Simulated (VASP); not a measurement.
Here is a VASP 6.6.1 calculation.

INCAR

```
PREC     = Accurate       # precision mode
ENCUT    = 1340           # plane-wave cutoff, eV
EDIFF    = 1E-6           # SCF threshold, eV
ISMEAR   = -1             # smearing method
SIGMA    = 0.02           # smearing width, eV
LREAL    = F              # projectors in reciprocal space
LASPH    = T              # aspherical terms in the spheres
NELM     = 120            # most SCF steps
ALGO     = Normal         # electronic algorithm
ISIF     = 2              # what is computed and relaxed
LWAVE    = F              # write WAVECAR
LCHARG   = F              # write CHGCAR
GGA      = PE             # functional
NBANDS   = 28             # bands
GGA_COMPAT= F
```

Contents of KPOINTS:

```
regular mesh
0
Gamma
  8 8 8
```

File POSCAR:

```
BaTiO3
1.0
    3.9998000000      0.0000000000      0.0000000000
    0.0000000000      3.9998000000      0.0000000000
    0.0000000000      0.0000000000      3.8974600000
Ba Ti O
1 1 3
Direct
    0.0000000000      0.0000000000      0.0049157700
    0.5000000000      0.5000000000      0.5033280794
    0.5000000000      0.5000000000      0.0069364993
    0.5000000000      0.0000000000      0.5064098258
    0.0000000000      0.5000000000      0.5064098258
```

Potentials or basis: VASP PAW PBE potentials, release 64 (Ba_sv, Ti_sv, O_h).

Run with:

```bash
$ cat potpaw_PBE.64/Ba_sv/POTCAR potpaw_PBE.64/Ti_sv/POTCAR potpaw_PBE.64/O_h/POTCAR > POTCAR
$ mpirun -np 1 vasp_std > vasp.out
```

(1) What does it give for the pressure?

(2) What does it give for the band gap on the k mesh?

(3) What does it give for the largest force?

## Answers

(1) 9.3 GPa.

(2) 1.75 eV (least direct gap 1.87 eV).

(3) 0.005 eV/Å.

Caveat: the cell differs from its parent crystal (z stretched by -3 %, then relaxed in part); the stress differs along the axes, from 7 to 13 GPa; spin-orbit coupling is left out, which moves the levels of the heavy elements.
